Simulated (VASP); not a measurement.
A run of VASP 6.6.1:

Contents of POSCAR:

```
RbBr
1.0
    0.0000000000      3.4617342279      3.4617342279
    3.4617342279      0.0000000000      3.4617342279
    3.4617342279      3.4617342279      0.0000000000
Rb Br
1 1
Direct
    0.0000000000      0.0000000000      0.0000000000
    0.5000000000      0.5000000000      0.5000000000
```

File INCAR.step1:

```
SYSTEM = RbBr
PREC = Accurate ; ENCUT = 520
ISMEAR = -1 ; SIGMA = 0.08
LREAL = .False. ; LASPH = .True.
NELM = 60 ; NBANDS = 15
GGA = PE ; ALGO = Normal
EDIFF = 1E-4 ; LWAVE = .True.
LCHARG = .False.
```

The input INCAR.step2:

```
SYSTEM = RbBr
PREC = Accurate ; ENCUT = 520
EDIFF = 1E-7 ; ISMEAR = -1
SIGMA = 0.08 ; LREAL = .False.
LASPH = .True. ; NELM = 60
ALGO = Normal ; ISIF = 2
LWAVE = .False. ; LCHARG = .False.
METAGGA = R2SCAN ; LMIXTAU = .True.
NBANDS = 15 ; ISTART = 1
```

Contents of KPOINTS:

```
regular mesh
0
Gamma
  10 10 10
  0 0 0
```

Potentials or basis: VASP PAW PBE potentials, release 64 (Rb_sv, Br).

Run with:

```console
$ cat potpaw_PBE.64/Rb_sv/POTCAR potpaw_PBE.64/Br/POTCAR > POTCAR
$ cp INCAR.step1 INCAR
$ mpirun -np 1 vasp_std > vasp.out
$ cp INCAR.step2 INCAR
$ mpirun -np 1 vasp_std > vasp.out
```

Hardware: 1 thread of Oxide Virtual Turin-like Processor (shared host).

Q: Estimate the wall time of this run.

A: Wall time 6.4 min on 1 thread of Oxide Virtual Turin-like Processor, with other jobs on the host, peak memory 0.21 GiB. Counts: k points 47.
